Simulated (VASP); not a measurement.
The system is MoRu2.

```xyz
6
Lattice="0.0000 3.7706 3.7706 3.7706 0.0000 3.7706 3.7706 3.7706 0.0000" Properties=species:S:1:pos:R:3 pbc="T T T"
Mo    1.8853    1.8853    1.8853
Mo    0.0000    0.0000    0.0000
Ru    4.7132    4.7132    4.7132
Ru    2.8279    2.8279    4.7132
Ru    2.8279    4.7132    2.8279
Ru    4.7132    2.8279    2.8279
```

* Program: VASP 6.6.1
* Task: relaxation of cell and atoms
* Functional: PBE
* Potentials or basis: VASP PAW PBE potentials, release 64 (Mo_sv, Ru_pv)
* Cutoff: 600 eV
* k mesh: 4 × 4 × 4
* Occupations: gaussian, width 0.1 eV
* Spin: no spin polarisation

At the start: pressure -32.0 GPa; volume 17.87 Å³/atom.

Q: Where does the relaxation end?

A: Over 5 steps the energy falls by 338.3 meV/atom and the volume is 15.02 Å³/atom (-15.9 %); space group Fd-3m (No. 227, to 0.05 Å).

Step by step:
```
step  energy change (eV)  largest force (eV/Å)  pressure (GPa)  volume (Å³)
   1              0.0000                0.0000          -32.01       107.21
   2             14.7811                0.0000          263.74        60.81
   3             -1.9326                0.0000           -6.08        92.24
   4             -2.0213                0.0000           -2.69        91.03
   5             -2.0299                0.0000           -0.15        90.12
```

Final structure:
```yaml
crystal:
  lattice:
    - [0.00000, 3.55841, 3.55841]
    - [3.55841, 0.00000, 3.55841]
    - [3.55841, 3.55841, 0.00000]
  atoms:
    - { symbol: Mo, position: [0.25000, 0.25000, 0.25000] }
    - { symbol: Mo, position: [0.00000, 0.00000, 0.00000] }
    - { symbol: Ru, position: [0.62500, 0.62500, 0.62500] }
    - { symbol: Ru, position: [0.62500, 0.62500, 0.12500] }
    - { symbol: Ru, position: [0.62500, 0.12500, 0.62500] }
    - { symbol: Ru, position: [0.12500, 0.62500, 0.62500] }
```

Caveat: the k points lie up to 0.38 Å⁻¹ apart in the final cell; the volume moved by over 15 % at a fixed basis, so the end points are rough.
